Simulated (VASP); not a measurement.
Input of a VASP 6.6.1 run:

The input INCAR:

```
SYSTEM = Al
PREC = Accurate
ENCUT = 520
EDIFF = 1E-6
ISMEAR = 0
SIGMA = 0.15
LREAL = .FALSE.
LASPH = .TRUE.
NELM = 60
ALGO = Normal
ISIF = 2
LWAVE = .FALSE.
LCHARG = .TRUE.
GGA = PS
IVDW = 12
LELF = .TRUE.
LVHAR = .TRUE.
NBANDS = 14
```

File KPOINTS:

```
Automatic mesh
0
G
  18 18 6
  0 0 0
```

The input POSCAR:

```
Al
1.0
    2.6701000000      0.0000000000      0.0000000000
   -1.3350500000      2.3123744307      0.0000000000
    0.0000000000      0.0000000000      7.2065000000
Al
4
Direct
    0.0000000000      0.0000000000      0.0000000000
    0.3333333333      0.6666666667      0.2500000000
    0.0000000000      0.0000000000      0.5000000000
    0.6666666667      0.3333333333      0.7500000000
```

Potentials or basis: VASP PAW PBE potentials, release 64 (Al).

Command:

```sh
$ cat potpaw_PBE.64/Al/POTCAR > POTCAR
$ mpirun -np 1 vasp_std > vasp.out
```

(1) Estimate the dispersion energy per atom.

(2) What does it give for the band gap on the k mesh?

Answers

(1) -0.473 eV.

(2) zero (band 6 reaches 21.33 eV, above the bottom of band 7 at 10.35 eV).
